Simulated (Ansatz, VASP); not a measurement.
# Ti3Sn: VASP beside Ansatz

```xyz
4
Lattice="0.0000 3.3052 3.3052 3.3052 0.0000 3.3052 3.3052 3.3052 0.0000" Properties=species:S:1:pos:R:3 pbc="T T T"
Ti    4.9578    4.9578    4.9578
Ti    1.6526    1.6526    1.6526
Ti    0.0000    0.0000    0.0000
Sn    3.3052    3.3052    3.3052
```

Alike in both runs: task single point; functional LDA; k mesh 6 × 6 × 6; no spin polarisation.

```csv
,VASP,Ansatz
version,VASP 6.6.1,Ansatz 0.2.0
potentials or method,"VASP PAW LDA potentials, release 64 (Ti_sv, Sn_d)","plane waves, PAW"
plane-wave cutoff (eV),500,420
occupations,"gaussian, width 0.1 eV",gaussian
valence electrons in the cell,50,50
```

|  | VASP | Ansatz | Ansatz less VASP |
| --- | --- | --- | --- |
| gap on the k mesh at the Fermi level (eV) | none | none | - |
| pressure (GPa) | -9.0 | -9.1 | -0.12 |

LDA's correlation is that of Perdew and Zunger in VASP and of Perdew and Wang (1992) in Ansatz. A gap of «none» marks a metal or a gap that the smearing closes.
